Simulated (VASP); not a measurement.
Runs of VASP 6.6.1 on Te2Mo. The structure is that of space group P-6m2 (No. 187), or close to it. The cells are those of the table. 

```tsv
task	cell	k mesh	cutoff (eV)	smearing	gap on the mesh (eV)	relaxed volume (Å³/atom)	largest force (eV/Å)
single point	a = 3.546, b = 3.546, c = 15.240 Å, angles 90.0, 90.0, 120.0°, 3 atoms	6 × 6 × 2	520	gaussian 0.1 eV	1.09	-	0.03
single point	a = 3.555, b = 3.555, c = 15.239 Å, angles 90.0, 90.0, 120.0°, 3 atoms	12 × 12 × 2	520	gaussian 0.02 eV	1.08	-	0.01
relaxation of cell and atoms	relaxed from a = 3.018, b = 3.018, c = 14.731 Å, angles 90.0, 90.0, 120.0°, 3 atoms	6 × 6 × 2	600	gaussian 0.1 eV	1.09	(b)	0.01
relaxation of cell and atoms	relaxed from a = 3.546, b = 3.546, c = 15.240 Å, angles 90.0, 90.0, 120.0°, 3 atoms	12 × 12 × 2	600	gaussian 0.02 eV	1.08	55.53	-
single point	a = 3.018, b = 3.018, c = 14.731 Å, angles 90.0, 90.0, 120.0°, 3 atoms	6 × 6 × 2	520	gaussian 0.1 eV	0.84	-	(a)
```

Alike in all rows: level PBE; potentials or basis VASP PAW PBE potentials, release 64 (Te, Mo_sv); no spin polarisation.

Task: Fill in the values left out.

Result: (a) 14.81; (b) 54.79.

Caveats: spin-orbit coupling is left out, which moves the levels of the heavy elements; the volume moved by over 15 % at a fixed basis, so the end points are rough (some runs).

A k mesh can miss the band edges, and the runs leave out spin-orbit coupling on Mo, Te.
